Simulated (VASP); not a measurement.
# Ti3InSi (Pm-3m) in VASP: further runs, part 2 of 2

VASP 6.6.1. Earlier steps stand in the parts before.

## 3. Single point, r2SCAN

This run uses another cell than the first one, of 19.74 Å³/atom, 1.020 times its volume.

Contents of POSCAR:

```
Ti3InSi
1.0
    4.6217467864      0.0000000000      0.0000000000
    0.0000000000      4.6217467864      0.0000000000
    0.0000000000      0.0000000000      4.6217467864
In Si Ti
1 1 3
Direct
    0.0000000000      0.0000000000      0.0000000000
    0.5000000000      0.5000000000      0.5000000000
    0.5000000000      0.5000000000      0.0000000000
    0.0000000000      0.5000000000      0.5000000000
    0.5000000000      0.0000000000      0.5000000000
```

Contents of INCAR.step1:

```
  ALGO = Normal
  EDIFF = 1E-4
  ENCUT = 520
  GGA = PE
  ISMEAR = -1
  LASPH = T
  LCHARG = F
  LREAL = F
  LWAVE = T
  NBANDS = 34
  NELM = 80
  PREC = Accurate
  SIGMA = 0.05
```

Contents of INCAR.step2:

```
  ALGO = Normal
  EDIFF = 1E-6
  ENCUT = 520
  ISIF = 2
  ISMEAR = -1
  ISTART = 1
  LASPH = T
  LCHARG = F
  LMIXTAU = T
  LREAL = F
  LWAVE = F
  METAGGA = R2SCAN
  NBANDS = 34
  NELM = 80
  PREC = Accurate
  SIGMA = 0.05
```

Contents of KPOINTS:

```
k-points
0
Gamma
  4 4 4
```

Potentials or basis: VASP PAW PBE potentials, release 64 (In_d, Si, Ti_sv).

Command:

```console
$ cat potpaw_PBE.64/In_d/POTCAR potpaw_PBE.64/Si/POTCAR potpaw_PBE.64/Ti_sv/POTCAR > POTCAR
$ cp INCAR.step1 INCAR
$ mpirun -np 1 vasp_std > vasp.out
$ cp INCAR.step2 INCAR
$ mpirun -np 1 vasp_std > vasp.out
```

OUTCAR:

```text
EDIFF = 1E-6
   ENCUT = 520
   ISIF = 2
   ISMEAR = -1
   ISTART = 1
   LASPH = T
   LREAL = F
   METAGGA = R2SCAN
   NELM = 80
   PREC = Accurate

 ion  position               nearest neighbor table
   1  0.000  0.000  0.000-   3 3.27   4 3.27   5 3.27   4 3.27   5 3.27   3 3.27   4 3.27   4 3.27
                             3 3.27   5 3.27   5 3.27   3 3.27
   2  0.500  0.500  0.500-   3 2.31   4 2.31   5 2.31   3 2.31   5 2.31   4 2.31
   3  0.500  0.500  0.000-   2 2.31   2 2.31   1 3.27   1 3.27   1 3.27   1 3.27
[... 558 lines left out ...]
  --------------------------------------------------------------------------------------
  -------------------------------------------------------------------------------------
  Total        0.1159413      0.1159413      0.1159413      0.0000000     -0.0000000      0.0000000
  in kB        1.8816129      1.8816129      1.8816129      0.0000000     -0.0000000      0.0000000
  external PRESSURE =       1.8816129 kB  Pullay stress =       0.0000000 kB

 VOLUME and BASIS-vectors are now :
 -----------------------------------------------------------------------------
  energy-cutoff  :      520.00
  volume of cell :       98.72
      direct lattice vectors                 reciprocal lattice vectors
     4.621746786  0.000000000  0.000000000     0.216368409  0.000000000  0.000000000
     0.000000000  4.621746786  0.000000000     0.000000000  0.216368409  0.000000000
     0.000000000  0.000000000  4.621746786     0.000000000  0.000000000  0.216368409

 POSITION                                       TOTAL-FORCE (eV/Angst)
 -----------------------------------------------------------------------------------
      0.00000      0.00000      0.00000         0.000000      0.000000      0.000000
      2.31087      2.31087      2.31087         0.000000      0.000000      0.000000
      2.31087      2.31087      0.00000         0.000000      0.000000      0.000000
      0.00000      2.31087      2.31087         0.000000      0.000000      0.000000
      2.31087      0.00000      2.31087         0.000000      0.000000      0.000000
 -----------------------------------------------------------------------------------
    total drift:                                0.000000      0.000000      0.000000

  FREE ENERGIE OF THE ION-ELECTRON SYSTEM (eV)
  ---------------------------------------------------
  free  energy   TOTEN  =       -70.2816101318 eV

  energy  without entropy=      -70.2513593470  energy(sigma->0) =      -70.26648474
```

OUTCAR.step1:

```text
EDIFF = 1E-4
   ENCUT = 520
   GGA = PE
   ISMEAR = -1
   LASPH = T
[... 585 lines left out ...]
      2.31087      2.31087      2.31087         0.000000      0.000000      0.000000
      2.31087      2.31087      0.00000         0.000000      0.000000      0.000000
      0.00000      2.31087      2.31087         0.000000      0.000000      0.000000
      2.31087      0.00000      2.31087         0.000000      0.000000      0.000000
 -----------------------------------------------------------------------------------
    total drift:                                0.000000      0.000000      0.000000

  FREE ENERGIE OF THE ION-ELECTRON SYSTEM (eV)
  ---------------------------------------------------
  free  energy   TOTEN  =       -31.3840273432 eV

  energy  without entropy=      -31.3517571790  energy(sigma->0) =      -31.36789226
```

OSZICAR.step1:

```text
N       E                     dE             d eps       ncg     rms          rms(c)
DAV:   1     0.640383185526E+03    0.64038E+03   -0.25970E+04   680   0.189E+03
DAV:   2     0.427882540568E+02   -0.59759E+03   -0.58760E+03   688   0.555E+02
DAV:   3    -0.293322180178E+02   -0.72120E+02   -0.70720E+02  1064   0.178E+02
DAV:   4    -0.379114800487E+02   -0.85793E+01   -0.85377E+01  1038   0.524E+01
DAV:   5    -0.385440877452E+02   -0.63261E+00   -0.63230E+00  1056   0.119E+01    0.191E+01
DAV:   6    -0.313917138830E+02    0.71524E+01   -0.42883E+01   866   0.407E+01    0.458E+00
DAV:   7    -0.313887073532E+02    0.30065E-02   -0.30263E+00   992   0.107E+01    0.343E+00
DAV:   8    -0.313820422598E+02    0.66651E-02   -0.17072E-01  1080   0.258E+00    0.144E+00
DAV:   9    -0.313836794421E+02   -0.16372E-02   -0.52283E-02  1000   0.131E+00    0.486E-01
DAV:  10    -0.313844356727E+02   -0.75623E-03   -0.27740E-02   884   0.109E+00    0.192E-01
DAV:  11    -0.313840149529E+02    0.42072E-03   -0.38999E-03   880   0.393E-01    0.693E-02
DAV:  12    -0.313840273432E+02   -0.12390E-04   -0.21381E-04   670   0.873E-02
   1 F= -.31384027E+02 E0= -.31367892E+02  d E =-.322702E-01
```

Run time: 62 s. Hardware: 1 thread of Intel Xeon 6975P-C (Granite Rapids), shared host; peak memory 0.22 GiB.

Results:

| Property | Result |
| --- | --- |
| Free energy | -70.2816 eV |
| Pressure | 0.2 GPa |

Caveat: the PAW data sets were made with another functional, which shifts forces and pressure a little; spin-orbit coupling is left out, which moves the levels of the heavy elements.

## 4. Single point, r2SCAN

This run uses another cell than the first one, of 19.74 Å³/atom, 1.020 times its volume.

POSCAR is that of step 3.

Contents of INCAR.step1:

```
SYSTEM = Ti3InSi
PREC     = Accurate       ! precision mode
ENCUT    = 520            ! plane-wave cutoff, eV
ISMEAR   = -1             ! smearing method
SIGMA    = 0.05           ! smearing width, eV
LREAL    = .FALSE.        ! projectors in reciprocal space
LASPH    = .TRUE.         ! aspherical terms in the spheres
NELM     = 60             ! most SCF steps
NBANDS   = 34             ! bands
GGA      = PE             ! functional
ALGO     = Normal         ! electronic algorithm
EDIFF    = 1E-4           ! SCF threshold, eV
LWAVE    = .TRUE.         ! write WAVECAR
LCHARG   = .FALSE.        ! write CHGCAR
```

Contents of INCAR.step2:

```
SYSTEM = Ti3InSi
PREC     = Accurate       ! precision mode
ENCUT    = 520            ! plane-wave cutoff, eV
EDIFF    = 1E-6           ! SCF threshold, eV
ISMEAR   = -1             ! smearing method
SIGMA    = 0.05           ! smearing width, eV
LREAL    = .FALSE.        ! projectors in reciprocal space
LASPH    = .TRUE.         ! aspherical terms in the spheres
NELM     = 60             ! most SCF steps
ALGO     = Normal         ! electronic algorithm
ISIF     = 2              ! what is computed and relaxed
LWAVE    = .FALSE.        ! write WAVECAR
LCHARG   = .FALSE.        ! write CHGCAR
METAGGA  = R2SCAN         ! meta-GGA
LMIXTAU  = .TRUE.       
NBANDS   = 34             ! bands
ISTART   = 1
```

Contents of KPOINTS:

```
Automatic mesh
0
G
  4 4 4
  0 0 0
```

Potentials or basis: VASP PAW PBE potentials, release 64 (In_d, Si, Ti_sv).

Command:

```console
$ cat potpaw_PBE.64/In_d/POTCAR potpaw_PBE.64/Si/POTCAR potpaw_PBE.64/Ti_sv/POTCAR > POTCAR
$ cp INCAR.step1 INCAR
$ mpirun -np 1 vasp_std > vasp.out
$ cp INCAR.step2 INCAR
$ mpirun -np 1 vasp_std > vasp.out
```

OUTCAR:

```text
SYSTEM = Ti3InSi
   PREC = Accurate
   ENCUT = 520
   EDIFF = 1E-6
   ISMEAR = -1
   LREAL = .FALSE.
   LASPH = .TRUE.
   NELM = 60
   ISIF = 2
   METAGGA = R2SCAN
   ISTART = 1

 ion  position               nearest neighbor table
   1  0.000  0.000  0.000-   3 3.27   4 3.27   5 3.27   4 3.27   5 3.27   3 3.27   4 3.27   4 3.27
                             3 3.27   5 3.27   5 3.27   3 3.27
   2  0.500  0.500  0.500-   3 2.31   4 2.31   5 2.31   3 2.31   5 2.31   4 2.31
   3  0.500  0.500  0.000-   2 2.31   2 2.31   1 3.27   1 3.27   1 3.27   1 3.27
   4  0.000  0.500  0.500-   2 2.31   2 2.31   1 3.27   1 3.27   1 3.27   1 3.27
   5  0.500  0.000  0.500-   2 2.31   2 2.31   1 3.27   1 3.27   1 3.27   1 3.27
[... 557 lines left out ...]
  -------------------------------------------------------------------------------------
  Total        0.1159413      0.1159413      0.1159413      0.0000000     -0.0000000      0.0000000
  in kB        1.8816129      1.8816129      1.8816129      0.0000000     -0.0000000      0.0000000
  external PRESSURE =       1.8816129 kB  Pullay stress =       0.0000000 kB

 VOLUME and BASIS-vectors are now :
 -----------------------------------------------------------------------------
  energy-cutoff  :      520.00
  volume of cell :       98.72
      direct lattice vectors                 reciprocal lattice vectors
     4.621746786  0.000000000  0.000000000     0.216368409  0.000000000  0.000000000
     0.000000000  4.621746786  0.000000000     0.000000000  0.216368409  0.000000000
     0.000000000  0.000000000  4.621746786     0.000000000  0.000000000  0.216368409

 POSITION                                       TOTAL-FORCE (eV/Angst)
 -----------------------------------------------------------------------------------
      0.00000      0.00000      0.00000         0.000000      0.000000      0.000000
      2.31087      2.31087      2.31087         0.000000      0.000000      0.000000
      2.31087      2.31087      0.00000         0.000000      0.000000      0.000000
      0.00000      2.31087      2.31087         0.000000      0.000000      0.000000
      2.31087      0.00000      2.31087         0.000000      0.000000      0.000000
 -----------------------------------------------------------------------------------
    total drift:                                0.000000      0.000000      0.000000

  FREE ENERGIE OF THE ION-ELECTRON SYSTEM (eV)
  ---------------------------------------------------
  free  energy   TOTEN  =       -70.2816101318 eV

  energy  without entropy=      -70.2513593470  energy(sigma->0) =      -70.26648474
```

OUTCAR.step1:

```text
SYSTEM = Ti3InSi
   PREC = Accurate
   ENCUT = 520
   ISMEAR = -1
   LREAL = .FALSE.
   LASPH = .TRUE.
[... 586 lines left out ...]
      2.31087      2.31087      0.00000         0.000000      0.000000      0.000000
      0.00000      2.31087      2.31087         0.000000      0.000000      0.000000
      2.31087      0.00000      2.31087         0.000000      0.000000      0.000000
 -----------------------------------------------------------------------------------
    total drift:                                0.000000      0.000000      0.000000

  FREE ENERGIE OF THE ION-ELECTRON SYSTEM (eV)
  ---------------------------------------------------
  free  energy   TOTEN  =       -31.3840273432 eV

  energy  without entropy=      -31.3517571790  energy(sigma->0) =      -31.36789226
```

OSZICAR.step1:

```text
N       E                     dE             d eps       ncg     rms          rms(c)
DAV:   1     0.640383185526E+03    0.64038E+03   -0.25970E+04   680   0.189E+03
DAV:   2     0.427882540568E+02   -0.59759E+03   -0.58760E+03   688   0.555E+02
DAV:   3    -0.293322180178E+02   -0.72120E+02   -0.70720E+02  1064   0.178E+02
DAV:   4    -0.379114800487E+02   -0.85793E+01   -0.85377E+01  1038   0.524E+01
DAV:   5    -0.385440877452E+02   -0.63261E+00   -0.63230E+00  1056   0.119E+01    0.191E+01
DAV:   6    -0.313917138830E+02    0.71524E+01   -0.42883E+01   866   0.407E+01    0.458E+00
DAV:   7    -0.313887073532E+02    0.30065E-02   -0.30263E+00   992   0.107E+01    0.343E+00
DAV:   8    -0.313820422598E+02    0.66651E-02   -0.17072E-01  1080   0.258E+00    0.144E+00
DAV:   9    -0.313836794421E+02   -0.16372E-02   -0.52283E-02  1000   0.131E+00    0.486E-01
DAV:  10    -0.313844356727E+02   -0.75623E-03   -0.27740E-02   884   0.109E+00    0.192E-01
DAV:  11    -0.313840149529E+02    0.42072E-03   -0.38999E-03   880   0.393E-01    0.693E-02
DAV:  12    -0.313840273432E+02   -0.12390E-04   -0.21381E-04   670   0.873E-02
   1 F= -.31384027E+02 E0= -.31367892E+02  d E =-.322702E-01
```

Run time: 61 s. Hardware: 1 thread of Intel Xeon 6975P-C (Granite Rapids), shared host; peak memory 0.23 GiB.

What came out:

| Item | Value |
| --- | --- |
| Free energy | -70.2816 eV |
| Pressure | 0.2 GPa |

Levels at points of the mesh, in eV from the Fermi level:
```tsv
k point	band 24	band 25	band 26	band 27	band 28	band 29	band 30	band 31
(0.00, 0.00, 0.00)	-1.50	-1.50	-1.05	-1.05	0.80	0.80	1.24	1.24
(0.50, 0.00, 0.00)	-1.50	-1.50	-1.30	-0.11	0.51	0.83	0.89	1.01
(0.50, 0.50, 0.00)	-1.63	-1.11	-0.33	-0.33	0.43	0.43	0.83	1.08
(0.50, 0.50, 0.50)	-1.82	-1.82	0.38	0.38	0.38	0.41	0.41	0.41
```

Caveat: the PAW data sets were made with another functional, which shifts forces and pressure a little; spin-orbit coupling is left out, which moves the levels of the heavy elements.

## 5. Single point, r2SCAN

This run uses another cell than the first one, of 20.14 Å³/atom, 1.041 times its volume.

Edit POSCAR of step 4 so:

```diff
@@ -2,5 +2,5 @@
 1.0
-    4.6217467864      0.0000000000      0.0000000000
-    0.0000000000      4.6217467864      0.0000000000
-    0.0000000000      0.0000000000      4.6217467864
+    4.6523552730      0.0000000000      0.0000000000
+    0.0000000000      4.6523552730      0.0000000000
+    0.0000000000      0.0000000000      4.6523552730
 In Si Ti
```

Contents of INCAR.step1:

```
SYSTEM = Ti3InSi
PREC = Accurate
ENCUT = 520
ISMEAR = -1
SIGMA = 0.05
LREAL = .FALSE.
LASPH = .TRUE.
NELM = 80
NBANDS = 34
GGA = PE
ALGO = Normal
EDIFF = 1E-4
LWAVE = .TRUE.
LCHARG = .FALSE.
```

Contents of INCAR.step2:

```
SYSTEM = Ti3InSi
PREC = Accurate
ENCUT = 520
EDIFF = 1E-6
ISMEAR = -1
SIGMA = 0.05
LREAL = .FALSE.
LASPH = .TRUE.
NELM = 80
ALGO = Normal
ISIF = 2
LWAVE = .FALSE.
LCHARG = .FALSE.
METAGGA = R2SCAN
LMIXTAU = .TRUE.
NBANDS = 34
ISTART = 1
```

Contents of KPOINTS:

```
regular mesh
0
G
  4 4 4
  0 0 0
```

Command:

```console
$ cat potpaw_PBE.64/In_d/POTCAR potpaw_PBE.64/Si/POTCAR potpaw_PBE.64/Ti_sv/POTCAR > POTCAR
$ cp INCAR.step1 INCAR
$ mpirun -np 1 vasp_std > vasp.out
$ cp INCAR.step2 INCAR
$ mpirun -np 1 vasp_std > vasp.out
```

Run time: 57 s. Hardware: 1 thread of Intel Xeon 6975P-C (Granite Rapids), shared host; peak memory 0.23 GiB.

Results (log left out):

```yaml
Free_energy: -70.2731 eV
Pressure: -1.7 GPa
```

Levels at points of the mesh, in eV from the Fermi level:
| k point | band 24 | band 25 | band 26 | band 27 | band 28 | band 29 | band 30 | band 31 |
| --- | --- | --- | --- | --- | --- | --- | --- | --- |
| (0.00, 0.00, 0.00) | -1.46 | -1.46 | -1.03 | -1.03 | 0.78 | 0.78 | 1.20 | 1.20 |
| (0.50, 0.00, 0.00) | -1.46 | -1.46 | -1.26 | -0.11 | 0.50 | 0.81 | 0.87 | 0.99 |
| (0.50, 0.50, 0.00) | -1.60 | -1.08 | -0.32 | -0.32 | 0.41 | 0.41 | 0.81 | 1.05 |
| (0.50, 0.50, 0.50) | -1.79 | -1.79 | 0.37 | 0.37 | 0.37 | 0.39 | 0.39 | 0.39 |

Caveat: the PAW data sets were made with another functional, which shifts forces and pressure a little; spin-orbit coupling is left out, which moves the levels of the heavy elements.

## 6. The runs side by side

```tsv
cell	gap on the mesh (eV)	pressure (GPa)
a = 4.591 Å, 5 atoms	none	2.3
a = 4.622 Å, 5 atoms	none	0.2
a = 4.652 Å, 5 atoms	none	-1.7
```

Alike in all rows: task single point; level r2SCAN; potentials or basis VASP PAW PBE potentials, release 64 (In_d, Si, Ti_sv); no spin polarisation; k mesh 4 × 4 × 4; cutoff (eV) 520; smearing fermi-dirac 0.05 eV.

Caveats: the PAW data sets were made with another functional, which shifts forces and pressure a little; spin-orbit coupling is left out, which moves the levels of the heavy elements.

Absolute energies hang on the potentials; compare differences alone.
